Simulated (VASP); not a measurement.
Set up this calculation in VASP 6.6.1, as the native input.

* Task: single point
* Functional: LDA
* Potentials or basis: VASP PAW LDA potentials, release 64 (Al, C, H)
* Cutoff: 520 eV
* k mesh: 5 × 5 × 1
* Occupations: gaussian, width 0.1 eV
* Spin: collinear spin
* Starting moments: [0.0, 0.0, 0.0, 0.0, 0.0, 0.0, 0.0, 0.0, 0.0, 0.0, 0.0, 0.0, 1.0, 0.0] μB
* Dipole correction: yes
* Further INCAR settings: ALGO = Normal; EDIFF = 1e-07; NBANDS = 38

The structure of Al12HC lies in POSCAR:

```
Al12HC
1.0
    5.6343731020      0.0000000000      0.0000000000
    0.0000000000      5.6343731020      0.0000000000
    0.0000000000      0.0000000000     20.7039189548
Al C H
12 1 1
Direct
    0.2500000000      0.2500000000      0.1932001380
    0.2500000000      0.7500000000      0.1932001380
    0.7500000000      0.2500000000      0.1932001380
    0.7500000000      0.7500000000      0.1932001380
    0.0000000000      0.0000000000      0.2922907177
    0.0000000000      0.5000000000      0.2922907177
    0.5000000000      0.0000000000      0.2922907177
    0.5000000000      0.5000000000      0.2922907177
    0.2500000000      0.2500000000      0.3914195652
    0.2500000000      0.7500000000      0.3914195652
    0.7500000000      0.2500000000      0.3914195652
    0.7500000000      0.7500000000      0.3914195652
    0.3333333333      0.3333333333      0.4708743211
    0.3333333333      0.3333333333      0.5236939246
```

The input as run:

INCAR

```
SYSTEM = Al12HC
PREC     = Accurate       ! precision mode
ENCUT    = 520            ! plane-wave cutoff, eV
EDIFF    = 1E-7           ! SCF threshold, eV
ISMEAR   = 0              ! smearing method
SIGMA    = 0.1            ! smearing width, eV
LREAL    = .FALSE.        ! projectors in reciprocal space
LASPH    = .TRUE.         ! aspherical terms in the spheres
NELM     = 150            ! most SCF steps
ALGO     = Normal         ! electronic algorithm
ISIF     = 2              ! what is computed and relaxed
LWAVE    = .FALSE.        ! write WAVECAR
LCHARG   = .FALSE.        ! write CHGCAR
ISPIN    = 2              ! spin polarisation
MAGMOM   = 0 0 0 0 0 0 0 0 0 0 0 0 1 0 ! initial moments
LORBIT   = 11             ! projections on sites
LDIPOL   = .TRUE.       
IDIPOL   = 3            
DIPOL    = 0.5 0.5 0.322
GGA      = CA             ! functional
NBANDS   = 38             ! bands
```

KPOINTS

```
regular mesh
0
G
  5 5 1
  0 0 0
```

Potentials or basis: VASP PAW LDA potentials, release 64 (Al, C, H).

The run is started by

```console
$ cat potpaw_LDA.64/Al/POTCAR potpaw_LDA.64/C/POTCAR potpaw_LDA.64/H/POTCAR > POTCAR
$ mpirun -np 1 vasp_std > vasp.out
```

It gave:

- Largest force: 1.751 eV/Å
- Net moment: 0.00 μB per cell
- Valence electrons inside the program's atomic spheres: Al 0.78, 0.79, 0.80, 0.85, 0.77 (each value once); C 2.34; H 0.65

Wall time 23 min on 1 thread of Intel(R) Xeon(R) Platinum 8488C (Sapphire Rapids) (shared host), peak memory 0.72 GiB.
